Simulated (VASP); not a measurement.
TaN: single point with PBE

The system is TaN.

```
CELL_PARAMETERS angstrom
0.00000 2.25877 2.25877
2.25877 0.00000 2.25877
2.25877 2.25877 0.00000
ATOMIC_POSITIONS crystal
Ta 0.50000 0.50000 0.50000
N 0.00000 0.00000 0.00000
```

- Program: VASP 6.6.1
- Task: single point
- Functional: PBE
- Potentials or basis: VASP PAW PBE potentials, release 64 (Ta_sv_GW, N)
- Cutoff: 700 eV
- k mesh: 14 × 14 × 14
- Occupations: gaussian, width 0.05 eV
- Spin: non-collinear spin, typed start, spin-orbit coupling
- Starting moments: [[0.0, 0.0, 0.05], [0.0, 0.0, 0.0]] μB
- Dipole correction: no
- Further INCAR settings: ALGO = Normal; EDIFF = 1e-06; NBANDS = 30

| Item | Value |
| --- | --- |
| Pressure | -18.9 GPa |
| Net moment | 0.00 μB per cell |
| Valence electrons inside the program's atomic spheres | Ta 11.35; N 3.68 |

Moments on the atoms (μB; x, y, z):
```
Ta  0.00 0.00 0.00
N   0.00 0.00 0.00
```

Wall time 6.2 min on 1 thread of Intel(R) Xeon(R) 6975P-C (Granite Rapids), on a shared host, peak memory 0.69 GiB.

Caveat: the cell stands under tension.
